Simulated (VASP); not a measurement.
Wanted: the native input for a VASP 6.6.1 run.

```
Task                   : single point
Functional             : PBE
Potentials or basis    : VASP PAW PBE potentials, release 64 (Ti_sv, Ta_pv)
Cutoff                 : 520 eV
k mesh                 : 6 × 6 × 6
Occupations            : gaussian, width 0.1 eV
Spin                   : no spin polarisation
Dipole correction      : no
Further INCAR settings : ALGO = Normal; EDIFF = 1e-06; NBANDS = 30
```

The structure of Ta3Ti lies in POSCAR:

```
Ta3Ti
1.0
    0.0000000000      3.1297373700      3.1297373700
    3.1297373700      0.0000000000      3.1297373700
    3.1297373700      3.1297373700      0.0000000000
Ti Ta
1 3
Direct
    0.0000000000      0.0000000000      0.0000000000
    0.2500000000      0.2500000000      0.2500000000
    0.7500000000      0.7500000000      0.7500000000
    0.5000000000      0.5000000000      0.5000000000
```

The cell was built from a structure type or drawn by symmetry, and may not be a known phase.

The input as run:

INCAR

```
ALGO = Normal
EDIFF = 1E-6
ENCUT = 520
GGA = PE
ISIF = 2
ISMEAR = 0
LASPH = T
LCHARG = F
LREAL = F
LWAVE = F
NBANDS = 30
NELM = 100
PREC = Accurate
SIGMA = 0.1
```

KPOINTS

```
k-points
0
Gamma
  6 6 6
```

Potentials or basis: VASP PAW PBE potentials, release 64 (Ti_sv, Ta_pv).

Launch:

```console
$ cat potpaw_PBE.64/Ti_sv/POTCAR potpaw_PBE.64/Ta_pv/POTCAR > POTCAR
$ mpirun -np 1 vasp_std > vasp.out
```

It gave:

The pressure is 35.7 GPa. The band gap on the k mesh is zero (an odd number of electrons rules out a gap without spin polarisation).

Caveat: the cell stands under pressure; spin-orbit coupling is left out, which moves the levels of the heavy elements.

It took 89 s on 1 thread of Intel Xeon 8259CL (shared host), peak memory 0.21 GiB.
